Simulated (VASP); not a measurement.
Runs of VASP 6.6.1 on Mg. The structure is that of space group P6_3/mmc (No. 194), or close to it. The cells are those of the table. 

| task | cell | cutoff (eV) | gap on the mesh (eV) | pressure (GPa) |
| --- | --- | --- | --- | --- |
| single point | a = 2.750, b = 2.750, c = 8.931 Å, angles 90.0, 90.0, 120.0°, 4 atoms | 520 | none | 39.4 |
| relaxation of shape and atoms at fixed volume | relaxed from a = 3.771, b = 3.771, c = 4.751 Å, angles 90.0, 90.0, 120.0°, 4 atoms | 600 | none | 39.5 |
| relaxation of shape and atoms at fixed volume | relaxed from a = 3.593, b = 3.593, c = 4.527 Å, angles 90.0, 90.0, 120.0°, 4 atoms | 600 | none | 68.9 |
| single point | a = 4.541, b = 4.541, c = 5.797 Å, angles 90.0, 90.0, 120.0°, 4 atoms | 520 | none | 2.3 |
| relaxation of shape and atoms at fixed volume | relaxed from a = 4.561, b = 4.561, c = 5.746 Å, angles 90.0, 90.0, 120.0°, 4 atoms | 600 | none | 2.3 |
| single point | a = 4.165, b = 4.165, c = 6.290 Å, angles 90.0, 90.0, 120.0°, 4 atoms | 520 | none | (a) |
| relaxation of cell and atoms | relaxed from a = 4.210, b = 4.210, c = 5.978 Å, angles 90.0, 90.0, 120.0°, 4 atoms | 600 | none | 0.0 |

Alike in all rows: level PBE; potentials or basis VASP PAW PBE potentials, release 64 (Mg); no spin polarisation; k mesh 8 × 8 × 5; smearing fermi-dirac 0.05 eV.

Task: Fill in the values left out.

Result: (a) 5.0.

Caveats: the cell stands under pressure (at least some runs); a cell axis changed by over 15 % at a fixed basis, so the end point is rough (at least some runs).

A gap of «none» marks levels without a gap at the run's occupations.
